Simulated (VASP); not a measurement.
# HfTaN2 (R-3m) in VASP: single point with LDA

Aim: the single point of HfTaN2 with LDA.

All numbers are computed with VASP 6.6.1; they aren't measurements. Logs are shortened: lines on timing, memory, paths and dates and some standing lists are left out, and cuts for length are marked.

### 1 The cell of the first run

The structure is trigonal, space group R-3m (No. 166). Conventional cell: a = 3.173 Å, b = 3.173 Å, c = 15.403 Å, α = 90.00°, β = 90.00°, γ = 120.00°. Hf (site symmetry -3m) has 6 N at 2.23 Å within 3.0 Å. Ta (site symmetry -3m) has 6 N at 2.24 Å within 3.0 Å. Within 3.0 Å of N (site symmetry 3m) lie 3 Hf at 2.23 Å and 3 Ta at 2.24 Å.

### 2 Single point, LDA

INCAR

```
ALGO = Normal ; EDIFF = 1E-6
ENCUT = 600 ; GGA = CA
GGA_COMPAT = False ; ISIF = 2
ISMEAR = -1 ; LASPH = True
LCHARG = False ; LREAL = False
LWAVE = False ; NBANDS = 24
NELM = 120 ; PREC = Accurate
SIGMA = 0.1
```

KPOINTS

```
k-points
0
Gamma
  9 9 9
```

POSCAR

```
HfTaN2
1.0
    1.5863160000      0.9158599696      5.1343890000
   -1.5863160000      0.9158599696      5.1343890000
    0.0000000000     -1.8317199392      5.1343890000
Hf Ta N
1 1 2
Direct
    0.0000000000      0.0000000000      0.0000000000
    0.5000000000      0.5000000000      0.5000000000
    0.2502983333      0.2502983333      0.2502983333
    0.7497016667      0.7497016667      0.7497016667
```

Potentials or basis: VASP PAW LDA potentials, release 64 (Hf_pv, Ta_pv, N).

Launch:

```sh
$ cat potpaw_LDA.64/Hf_pv/POTCAR potpaw_LDA.64/Ta_pv/POTCAR potpaw_LDA.64/N/POTCAR > POTCAR
$ mpirun -np 1 vasp_std > vasp.out
```

OUTCAR:

```text
EDIFF = 1E-6
   ENCUT = 600
   GGA = CA
   ISIF = 2
   ISMEAR = -1
   LASPH = True
   LREAL = False
   NELM = 120
   PREC = Accurate

 ion  position               nearest neighbor table
   1  0.000  0.000  0.000-   4 2.23   3 2.23   4 2.23   4 2.23   3 2.23   3 2.23   2 3.15   2 3.15
                             2 3.15   2 3.15   2 3.15   2 3.15
   2  0.500  0.500  0.500-   3 2.24   4 2.24   3 2.24   3 2.24   4 2.24   4 2.24   1 3.15   1 3.15
                             1 3.15   1 3.15   1 3.15   1 3.15
   3  0.250  0.250  0.250-   1 2.23   1 2.23   1 2.23   2 2.24   2 2.24   2 2.24
   4  0.750  0.750  0.750-   1 2.23   1 2.23   1 2.23   2 2.24   2 2.24   2 2.24

  LATTYP: Found a trigonal (rhomboedric) cell.
 ALAT       =     5.4513437187
 COS(alpha) =     0.8306433428

  Lattice vectors:

 A1 = (   1.5863160000,   0.9158599696,   5.1343890000)
 A2 = (  -1.5863160000,   0.9158599696,   5.1343890000)
 A3 = (   0.0000000000,  -1.8317199392,   5.1343890000)

Analysis of symmetry for initial positions (statically):
=====================================================================
 Subroutine PRICEL returns:
 Original cell was already a primitive cell.

 Routine SETGRP: Setting up the symmetry group for a
 trigonal (rhombohedral) supercell.

 Subroutine GETGRP returns: Found 12 space group operations
 (whereof 12 operations were pure point group operations)
 out of a pool of 12 trial point group operations.

The static configuration has the point symmetry D_3d.

Analysis of symmetry for dynamics (positions and initial velocities):
=====================================================================
 Subroutine PRICEL returns:
 Original cell was already a primitive cell.

 Routine SETGRP: Setting up the symmetry group for a
 trigonal (rhombohedral) supercell.

 Subroutine GETGRP returns: Found 12 space group operations
 (whereof 12 operations were pure point group operations)
 out of a pool of 12 trial point group operations.

The dynamic configuration has the point symmetry D_3d.

 Subroutine INISYM returns: Found 12 space group operations
 (whereof 12 operations are pure point group operations),
 and found     1 'primitive' translations

----------------------------------------------------------------------------------------

                                     Primitive cell
[... 87 lines left out ...]
   ISTART =      0    job   : 0-new  1-cont  2-samecut
   ICHARG =      2    charge: 1-file 2-atom 10-const
   ISPIN  =      1    spin polarized calculation?
   LNONCOLLINEAR =      F non collinear calculations
   LSORBIT =      F    spin-orbit coupling
   LASPH  =      T    aspherical Exc in radial PAW
   ENCUT  =  600.0 eV  44.10 Ry    6.64 a.u.  10.89 10.89 10.89*2*pi/ulx,y,z
   NELM   =    120;   NELMIN=  2; NELMDL= -5     # of ELM steps
   EDIFF  = 0.1E-05   stopping-criterion for ELM
   LREAL  =      F    real-space projection
   EDIFFG = 0.1E-04   stopping-criterion for IOM
   NSW    =      0    number of steps for IOM
   IBRION =     -1    ionic relax: 0-MD 1-quasi-New 2-CG
   NFREE  =      0    steps in history (QN), initial steepest desc. (CG)
   ISIF   =      2    stress and relaxation
   ISYM   =      2    0-nonsym 1-usesym 2-fastsym
   POTIM  = 0.5000    time-step for ionic-motion
   TEBEG  =    0.0;   TEEND  =   0.0 temperature during run
   PSTRESS=    0.0 pullay stress
   NELECT =      31.0000    total number of electrons
   NUPDOWN=      -1.0000    fix difference up-down
   EMIN   =  10.00;   EMAX   =-10.00  energy-range for DOS
   EFERMI =   0.00;   METHOD = LEGACY
   ISMEAR =    -1;   SIGMA  =   0.10  broadening in eV -4-tet -1-fermi 0-gaus
   EFERMI_NEDOS =   21; number of points for ismear=-14 and -15
   IALGO  =     38    algorithm
   IMIX   =      4    mixing-type and parameters
     AMIX     =   0.40;   BMIX     =  1.00
     AMIX_MAG =   1.60;   BMIX_MAG =  1.00
  volume/ion in A,a.u.               =      11.19        75.51
  Fermi-wavevector in a.u.,A,eV,Ry     =   1.448469  2.737209 28.545862  2.098062
  Thomas-Fermi vector in A             =   2.566306
   LORBIT       =      0    0 simple, 1 ext, 2 COOP (PROOUT), +10 PAW based schemes
   GGA     = CA    functional components
   LHFCALC =     F    Hartree Fock is set to
   AEXX    =    0.0000 exact exchange contribution
   IVDW    =     0    specifies the selected vdW correction
   LEPSILON=     F    determine dielectric tensor
   LRPA    =     F    only Hartree local field effects (RPA)
 non-spin polarized calculation
  energy-cutoff  :      600.00
  volume of cell :       44.76
 maximum number of plane-waves:      1508
 NGX is ok and might be reduce to    48
   NGX = 21   NGY = 21   NGZ = 21

 number of electron      31.0000000 magnetization

 Free energy of the ion-electron system (eV)
  ---------------------------------------------------
  ext. energy  EPLUGINS =         0.00000000
  ---------------------------------------------------
  free energy    TOTEN  =       -48.04654425 eV

  energy without entropy =      -47.99575647  energy(sigma->0) =      -48.02115036

 E-fermi :   8.6481     XC(G=0): -13.2602

 val. band max:        8.6293384001   @ k =   0.4444   0.4444   0.2222
 cond. band min:       8.6519647992   @ k =   0.3333   0.2222   0.2222
 fundamental gap:      0.0226263991
 Fermi energy:         8.6480833419

 k-point     1 :       0.0000    0.0000    0.0000
  band No.  band energies     occupation
      1     -27.1045      2.00000
      2     -26.7820      2.00000
      3     -26.7820      2.00000
      4     -22.9815      2.00000
      5     -22.5202      2.00000
      6     -22.5202      2.00000
[... 637 lines left out ...]
     23      13.5987      0.00000
     24      15.7418      0.00000

 [... further k-points ...]
[... 5 lines left out ...]
  --------------------------------------------------------------------------------------
  -------------------------------------------------------------------------------------
  Total       -4.0775073     -4.0775073     -3.7218497      0.0000000      0.0000000      0.0000000
  in kB     -145.9642594   -145.9642594   -133.2326344      0.0000000      0.0000000      0.0000000
  external PRESSURE =    -141.7203844 kB  Pullay stress =       0.0000000 kB

 VOLUME and BASIS-vectors are now :
 -----------------------------------------------------------------------------
  energy-cutoff  :      600.00
  volume of cell :       44.76
      direct lattice vectors                 reciprocal lattice vectors
     1.586316000  0.915859970  5.134389000     0.315195711  0.181978329  0.064921714
    -1.586316000  0.915859970  5.134389000    -0.315195711  0.181978329  0.064921714
     0.000000000 -1.831719939  5.134389000     0.000000000 -0.363956658  0.064921714

 POSITION                                       TOTAL-FORCE (eV/Angst)
 -----------------------------------------------------------------------------------
      0.00000      0.00000      0.00000         0.000000     -0.000000     -0.000000
      0.00000      0.00000      7.70158        -0.000000     -0.000000     -0.000000
      0.00000      0.00000      3.85539         0.000000      0.000000     -0.126518
      0.00000      0.00000     11.54778         0.000000     -0.000000      0.126518
 -----------------------------------------------------------------------------------
    total drift:                                0.000000      0.000000     -0.000000

  FREE ENERGIE OF THE ION-ELECTRON SYSTEM (eV)
  ---------------------------------------------------
  free  energy   TOTEN  =       -48.0465442525 eV

  energy  without entropy=      -47.9957564738  energy(sigma->0) =      -48.02115036
```

stdout:

```text
POSCAR found type information on POSCAR HfTaN
 POSCAR found :  3 types and       4 ions
 scaLAPACK will be used
 LDA part: xc-table for (Slater(with rela. corr.)+CA(PZ))
 , standard interpolation
 POSCAR, INCAR and KPOINTS ok, starting setup
 FFT: planning ... GRIDC
 FFT: planning ... GRID_SOFT
 FFT: planning ... GRID
 WAVECAR not read
 entering main loop
```

It took 3.3 min on 1 thread of AMD EPYC 9R45 (Zen 5), shared host; peak memory 0.32 GiB.

Results:

* Free energy: -48.0465 eV
* Pressure: -14.2 GPa
* Largest force: 0.127 eV/Å
* Band gap on the k mesh: zero (an odd number of electrons rules out a gap without spin polarisation)

Forces in eV/Å, atoms in the order of the input:
```
Hf   0.000  0.000  0.000
Ta   0.000  0.000  0.000
N    0.000  0.000 -0.127
N    0.000  0.000  0.127
```

Levels at points of the mesh, in eV from the Fermi level:
```csv
k point,band 13,band 14,band 15,band 16,band 17,band 18
"(0.00, 0.00, 0.00)",-3.33,-3.28,-1.36,-1.36,-1.20,0.90
```

Caveat: the cell stands under tension; spin-orbit coupling is left out, which moves the levels of the heavy elements.

The gap in the log of VASP goes by the Fermi energy; the results here count the filled bands.